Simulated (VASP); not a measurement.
A run of VASP 6.6.1 is set up as follows.

Contents of INCAR:

```
SYSTEM = YbAuS3
PREC = Accurate
ENCUT = 520
EDIFF = 1E-6
ISMEAR = 0
SIGMA = 0.1
LREAL = .FALSE.
LASPH = .TRUE.
NELM = 150
ALGO = Normal
ISIF = 2
LWAVE = .FALSE.
LCHARG = .FALSE.
ISPIN = 2
MAGMOM = 1 0 0 0 0
LORBIT = 11
LMAXMIX = 6
GGA = PE
NBANDS = 38
```

KPOINTS

```
regular mesh
0
G
  4 4 4
  0 0 0
```

Contents of POSCAR:

```
YbAuS3
1.0
    4.6605629000      0.0000000000      0.0000000000
    0.0000000000      4.6605629000      0.0000000000
    0.0000000000      0.0000000000      4.6605629000
Yb S Au
1 3 1
Direct
    0.0000000000      0.0000000000      0.0000000000
    0.0000000000      0.5000000000      0.5000000000
    0.5000000000      0.0000000000      0.5000000000
    0.5000000000      0.5000000000      0.0000000000
    0.5000000000      0.5000000000      0.5000000000
```

Potentials or basis: VASP PAW PBE potentials, release 64 (Yb, S, Au).

Command:

```sh
$ cat potpaw_PBE.64/Yb/POTCAR potpaw_PBE.64/S/POTCAR potpaw_PBE.64/Au/POTCAR > POTCAR
$ mpirun -np 1 vasp_std > vasp.out
```

Q: Predict the pressure.

A: 10.0 GPa.

Q: What does it give for the site moments?

A: Yb -0.25; S -0.01; Au +0.00 μB.

Q: Estimate the net moment.

A: -0.28 μB per cell.

Caveat: the cell stands under pressure. The state reached can hang on the start; a lower one may exist.
